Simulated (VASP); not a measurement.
# LaHfF5 (P4/mmm) in VASP: single point with PBE

Aim: the single point of LaHfF5 with PBE.

All numbers are computed with VASP 6.6.1; they aren't measurements. Logs are shortened: lines on timing, memory, paths and dates and some standing lists are left out, and cuts for length are marked.

## (1) The cell of the first run

It takes space group P4/mmm (No. 123, tetragonal). The conventional cell has a = 4.202 Å, b = 4.202 Å, c = 5.161 Å, α = 90.00°, β = 90.00°, γ = 90.00°. La (site symmetry 4/mmm) has 10 F at 2.51 to 2.58 Å within 3.3 Å. Within 3.2 Å of Hf (site symmetry 4/mmm) lie 12 F at 2.42 to 2.97 Å. Within 3.2 Å of F (site symmetry 2mm) lie 8 F at 2.41 to 2.97 Å and 2 Hf at 2.42 Å and 2 La at 2.51 Å. F (site symmetry 4/mmm) has 8 F at 2.42 Å and 2 La at 2.58 Å and 4 Hf at 2.97 Å within 3.2 Å.

## (2) Single point, PBE

POSCAR

```
LaHfF5
1.0
    4.2020869801      0.0000000000      0.0000000000
    0.0000000000      4.2020869801      0.0000000000
    0.0000000000      0.0000000000      5.1611645161
La Hf F
1 1 5
Direct
    0.0000000000      0.0000000000      0.5000000000
    0.5000000000      0.5000000000      0.0000000000
    0.0000000000      0.5000000000      0.2334733934
    0.0000000000      0.5000000000      0.7665266066
    0.5000000000      0.0000000000      0.2334733934
    0.5000000000      0.0000000000      0.7665266066
    0.0000000000      0.0000000000      0.0000000000
```

INCAR.step1

```
SYSTEM = LaHfF5
PREC = Accurate
ENCUT = 520
EDIFF = 1E-7
ISMEAR = 0
SIGMA = 0.1
LREAL = .False.
LASPH = .True.
NELM = 100
ALGO = Normal
ISIF = 2
LWAVE = .False.
LCHARG = .True.
LMAXMIX = 6
GGA = PE
NBANDS = 37
```

KPOINTS.step1

```
Automatic mesh
0
Gamma
  10 10 8
  0 0 0
```

INCAR.step2

```
SYSTEM = LaHfF5
PREC = Accurate
ENCUT = 520
EDIFF = 1E-7
ISMEAR = -5
SIGMA = 0.1
LREAL = .False.
LASPH = .True.
NELM = 100
ALGO = Normal
ISIF = 2
LWAVE = .False.
LCHARG = .False.
LMAXMIX = 6
GGA = PE
LORBIT = 10
NBANDS = 37
NEDOS = 1001
ICHARG = 11
```

KPOINTS.step2

```
Automatic mesh
0
Gamma
  15 15 12
  0 0 0
```

Potentials or basis: VASP PAW PBE potentials, release 64 (La, Hf_pv, F).

Launch:

```console
> cat potpaw_PBE.64/La/POTCAR potpaw_PBE.64/Hf_pv/POTCAR potpaw_PBE.64/F/POTCAR > POTCAR
> cp INCAR.step1 INCAR
> cp KPOINTS.step1 KPOINTS
> mpirun -np 1 vasp_std > vasp.out
> cp INCAR.step2 INCAR
> cp KPOINTS.step2 KPOINTS
> mpirun -np 1 vasp_std > vasp.out
```

OUTCAR:

```text
SYSTEM = LaHfF5
   PREC = Accurate
   ENCUT = 520
   EDIFF = 1E-7
   ISMEAR = -5
   LREAL = .False.
   LASPH = .True.
   NELM = 100
   ISIF = 2
   GGA = PE
   LORBIT = 10
   ICHARG = 11

 ion  position               nearest neighbor table
   1  0.000  0.000  0.500-   3 2.51   4 2.51   5 2.51   6 2.51   3 2.51   4 2.51   5 2.51   6 2.51
                             7 2.58   7 2.58
   2  0.500  0.500  0.000-   3 2.42   4 2.42   5 2.42   6 2.42   5 2.42   6 2.42   3 2.42   4 2.42

   3  0.000  0.500  0.233-   2 2.42   2 2.42   1 2.51   1 2.51
   4  0.000  0.500  0.767-   2 2.42   2 2.42   1 2.51   1 2.51
   5  0.500  0.000  0.233-   2 2.42   2 2.42   1 2.51   1 2.51
   6  0.500  0.000  0.767-   2 2.42   2 2.42   1 2.51   1 2.51
   7  0.000  0.000  0.000-   1 2.58   1 2.58

  LATTYP: Found a simple tetragonal cell.
 ALAT       =     4.2020869801
 C/A-ratio  =     1.2282383826

  Lattice vectors:

 A1 = (   4.2020869801,   0.0000000000,   0.0000000000)
 A2 = (   0.0000000000,   4.2020869801,   0.0000000000)
 A3 = (   0.0000000000,   0.0000000000,   5.1611645161)

Analysis of symmetry for initial positions (statically):
=====================================================================
 Subroutine PRICEL returns:
 Original cell was already a primitive cell.

 Routine SETGRP: Setting up the symmetry group for a
 simple tetragonal supercell.

 Subroutine GETGRP returns: Found 16 space group operations
 (whereof 16 operations were pure point group operations)
 out of a pool of 16 trial point group operations.

The static configuration has the point symmetry D_4h.

Analysis of symmetry for dynamics (positions and initial velocities):
=====================================================================
 Subroutine PRICEL returns:
 Original cell was already a primitive cell.

 Routine SETGRP: Setting up the symmetry group for a
 simple tetragonal supercell.

 Subroutine GETGRP returns: Found 16 space group operations
 (whereof 16 operations were pure point group operations)
 out of a pool of 16 trial point group operations.

The dynamic configuration has the point symmetry D_4h.

 Subroutine INISYM returns: Found 16 space group operations
 (whereof 16 operations are pure point group operations),
 and found     1 'primitive' translations

----------------------------------------------------------------------------------------

                                     Primitive cell

  volume of cell :      91.1334

  direct lattice vectors                    reciprocal lattice vectors
     4.202086980  0.000000000  0.000000000     0.237976987  0.000000000  0.000000000
     0.000000000  4.202086980  0.000000000     0.000000000  0.237976987  0.000000000
     0.000000000  0.000000000  5.161164516     0.000000000  0.000000000  0.193754723

  length of vectors
     4.202086980  4.202086980  5.161164516     0.237976987  0.237976987  0.193754723

  position of ions in fractional coordinates (direct lattice)
     0.000000000  0.000000000  0.500000000
     0.500000000  0.500000000  0.000000000
     0.000000000  0.500000000  0.233473393
     0.000000000  0.500000000  0.766526607
     0.500000000  0.000000000  0.233473393
     0.500000000  0.000000000  0.766526607
     0.000000000  0.000000000  0.000000000

  ion indices of the primitive-cell ions
   primitive index   ion index
                 1           1
                 2           2
                 3           3
                 4           4
                 5           5
                 6           6
                 7           7

----------------------------------------------------------------------------------------

 KPOINTS: Automatic mesh

Automatic generation of k-mesh.
 Grid dimensions read from file:
 generate k-points for:   15   15   12

 Generating k-lattice:

  Cartesian coordinates                     Fractional coordinates (reciprocal lattice)
     0.015865132  0.000000000  0.000000000     0.066666667  0.000000000  0.000000000
     0.000000000  0.015865132  0.000000000     0.000000000  0.066666667  0.000000000
     0.000000000  0.000000000  0.016146227     0.000000000  0.000000000  0.083333333

  Length of vectors
     0.015865132  0.015865132  0.016146227

  Shift w.r.t. Gamma in fractional coordinates (k-lattice)
     0.000000000  0.000000000  0.000000000

 TETIRR: Found   4038 inequivalent tetrahedra from    16200

 Subroutine IBZKPT returns following result:
 ===========================================

 Found    252 irreducible k-points:

 Following reciprocal coordinates:
            Coordinates               Weight
  0.000000  0.000000  0.000000      1.000000
  0.066667  0.000000  0.000000      4.000000
  0.133333  0.000000  0.000000      4.000000
  0.200000  0.000000  0.000000      4.000000
  0.266667  0.000000  0.000000      4.000000
  0.333333  0.000000  0.000000      4.000000
[... 16 lines left out ...]
  0.266667  0.200000  0.000000      8.000000
  0.333333  0.200000  0.000000      8.000000
 [... further k-points ...]
   k-points           NKPTS =    252   k-points in BZ     NKDIM =    252   number of bands    NBANDS=     37
   number of dos      NEDOS =   1001   number of ions     NIONS =      7
   total plane-waves  NPLWV =  40960
   dimension x,y,z NGX =    32 NGY =   32 NGZ =   40
   dimension x,y,z NGXF=    64 NGYF=   64 NGZF=   80
   ions per type =               1   1   5
   NGX,Y,Z   is equivalent  to a cutoff of  12.66, 12.66, 12.88 a.u.
   NGXF,Y,Z  is equivalent  to a cutoff of  25.32, 25.32, 25.77 a.u.
 SYSTEM =  LaHfF5
   PREC   = accura    normal or accurate (medium, high low for compatibility)
   ISTART =      0    job   : 0-new  1-cont  2-samecut
   ICHARG =     11    charge: 1-file 2-atom 10-const
   ISPIN  =      1    spin polarized calculation?
   LNONCOLLINEAR =      F non collinear calculations
   LSORBIT =      F    spin-orbit coupling
   LASPH  =      T    aspherical Exc in radial PAW
   ENCUT  =  520.0 eV  38.22 Ry    6.18 a.u.   7.81  7.81  9.60*2*pi/ulx,y,z
   NELM   =    100;   NELMIN=  2; NELMDL=  0     # of ELM steps
   EDIFF  = 0.1E-06   stopping-criterion for ELM
   LREAL  =      F    real-space projection
   EDIFFG = 0.1E-05   stopping-criterion for IOM
   NSW    =      0    number of steps for IOM
   IBRION =     -1    ionic relax: 0-MD 1-quasi-New 2-CG
   NFREE  =      0    steps in history (QN), initial steepest desc. (CG)
   ISIF   =      2    stress and relaxation
   ISYM   =      2    0-nonsym 1-usesym 2-fastsym
   POTIM  = 0.5000    time-step for ionic-motion
   TEBEG  =    0.0;   TEEND  =   0.0 temperature during run
   PSTRESS=    0.0 pullay stress
   NELECT =      56.0000    total number of electrons
   NUPDOWN=      -1.0000    fix difference up-down
   EMIN   =  10.00;   EMAX   =-10.00  energy-range for DOS
   EFERMI =   0.00;   METHOD = LEGACY
   ISMEAR =    -5;   SIGMA  =   0.10  broadening in eV -4-tet -1-fermi 0-gaus
   EFERMI_NEDOS =   21; number of points for ismear=-14 and -15
   IALGO  =     38    algorithm
   IMIX   =      4    mixing-type and parameters
     AMIX     =   0.40;   BMIX     =  1.00
     AMIX_MAG =   1.60;   BMIX_MAG =  1.00
  volume/ion in A,a.u.               =      13.02        87.86
  Fermi-wavevector in a.u.,A,eV,Ry     =   1.391805  2.630129 26.356116  1.937120
  Thomas-Fermi vector in A             =   2.515608
   LORBIT       =     10    0 simple, 1 ext, 2 COOP (PROOUT), +10 PAW based schemes
   GGA     = PE    functional components
   LHFCALC =     F    Hartree Fock is set to
   AEXX    =    0.0000 exact exchange contribution
   IVDW    =     0    specifies the selected vdW correction
   LEPSILON=     F    determine dielectric tensor
   LRPA    =     F    only Hartree local field effects (RPA)
 non-spin polarized calculation
 Fermi weights with tetrahedron method with Bloechl corrections
  energy-cutoff  :      520.00
  volume of cell :       91.13
 maximum number of plane-waves:      2474
 NGX is ok and might be reduce to    32

 number of electron      55.9999969 magnetization

 Free energy of the ion-electron system (eV)
  ---------------------------------------------------
  ext. energy  EPLUGINS =         0.00000000
  ---------------------------------------------------
  free energy    TOTEN  =       -45.34829916 eV

  energy without entropy =      -45.34829916  energy(sigma->0) =      -45.34829916

 E-fermi :   7.7876     XC(G=0): -10.8539

 val. band max:        7.8029559731   @ k =   0.0667   0.0667   0.5000
 cond. band min:       7.7702062389   @ k =   0.2000   0.0000   0.4167
 fundamental gap:     -0.0327497342
 Fermi energy:         7.7875559709

 k-point     1 :       0.0000    0.0000    0.0000
  band No.  band energies     occupation
      1     -26.4270      2.00000
      2     -26.1148      2.00000
      3     -26.1148      2.00000
      4     -25.7015      2.00000
      5     -19.0547      2.00000
      6     -18.8461      2.00000
[... 29 lines left out ...]
     36       8.9820      0.00000
     37       9.0752      0.00000

 k-point     2 :       0.0667    0.0000    0.0000
  band No.  band energies     occupation
      1     -26.4258      2.00000
      2     -26.1168      2.00000
      3     -26.1147      2.00000
      4     -25.7006      2.00000
      5     -19.0522      2.00000
      6     -18.8482      2.00000
[... 29 lines left out ...]
     36       8.9805      0.00000
     37       9.1017      0.00000
[... 838 lines left out ...]
     36       8.9419      0.00000
     37       9.2816      0.00000

 k-point    24 :       0.3333    0.2000    0.0000
  band No.  band energies     occupation
      1     -26.3873      2.00000
      2     -26.1545      2.00000
      3     -26.1331      2.00000
      4     -25.6798      2.00000
      5     -19.0358      2.00000
      6     -18.8698      2.00000
[... 29 lines left out ...]
     36       8.9605      0.00000
     37       9.1430      0.00000

 [... further k-points ...]
[... 5 lines left out ...]
  --------------------------------------------------------------------------------------
  -------------------------------------------------------------------------------------
  Total       -0.6611765     -0.6611765     -0.4229114      0.0000000     -0.0000000      0.0000000
  in kB      -11.6238563    -11.6238563     -7.4350209      0.0000000     -0.0000000      0.0000000
  external PRESSURE =     -10.2275778 kB  Pullay stress =       0.0000000 kB

 VOLUME and BASIS-vectors are now :
 -----------------------------------------------------------------------------
  energy-cutoff  :      520.00
  volume of cell :       91.13
      direct lattice vectors                 reciprocal lattice vectors
     4.202086980  0.000000000  0.000000000     0.237976987  0.000000000  0.000000000
     0.000000000  4.202086980  0.000000000     0.000000000  0.237976987  0.000000000
     0.000000000  0.000000000  5.161164516     0.000000000  0.000000000  0.193754723

 POSITION                                       TOTAL-FORCE (eV/Angst)
 -----------------------------------------------------------------------------------
      0.00000      0.00000      2.58058         0.000000      0.000000      0.000000
      2.10104      2.10104      0.00000         0.000000      0.000000      0.000000
      0.00000      2.10104      1.20499         0.000000      0.000000     -0.009951
      0.00000      2.10104      3.95617        -0.000000      0.000000      0.009951
      2.10104      0.00000      1.20499         0.000000     -0.000000     -0.009951
      2.10104      0.00000      3.95617        -0.000000     -0.000000      0.009951
      0.00000      0.00000      0.00000         0.000000      0.000000      0.000000
 -----------------------------------------------------------------------------------
    total drift:                                0.000000      0.000000     -0.000000

  FREE ENERGIE OF THE ION-ELECTRON SYSTEM (eV)
  ---------------------------------------------------
  free  energy   TOTEN  =       -45.3482991648 eV

  energy  without entropy=      -45.3482991648  energy(sigma->0) =      -45.34829916

 total charge

# of ion       s       p       d       f       tot
--------------------------------------------------
    1        2.001   5.720   0.461   0.236   8.418
    2        0.214   6.151   1.334   0.000   7.699
    3        1.742   4.361   0.000   0.000   6.103
    4        1.742   4.361   0.000   0.000   6.103
    5        1.742   4.361   0.000   0.000   6.103
    6        1.742   4.361   0.000   0.000   6.103
    7        1.741   4.368   0.000   0.000   6.109
--------------------------------------------------
tot         10.924  33.681   1.795   0.236  46.637
```

It took 8.8 min on 1 thread of Intel Xeon 6975P-C (Granite Rapids), shared host; peak memory 0.8 GiB.

Results:

| Quantity | Value |
| --- | --- |
| Valence electrons inside the program's atomic spheres | La 8.42; Hf 7.70; F 6.10, 6.11 (each value once) |

Caveat: spin-orbit coupling is left out, which moves the levels of the heavy elements; tetrahedron occupations give inexact forces and stress in metals.
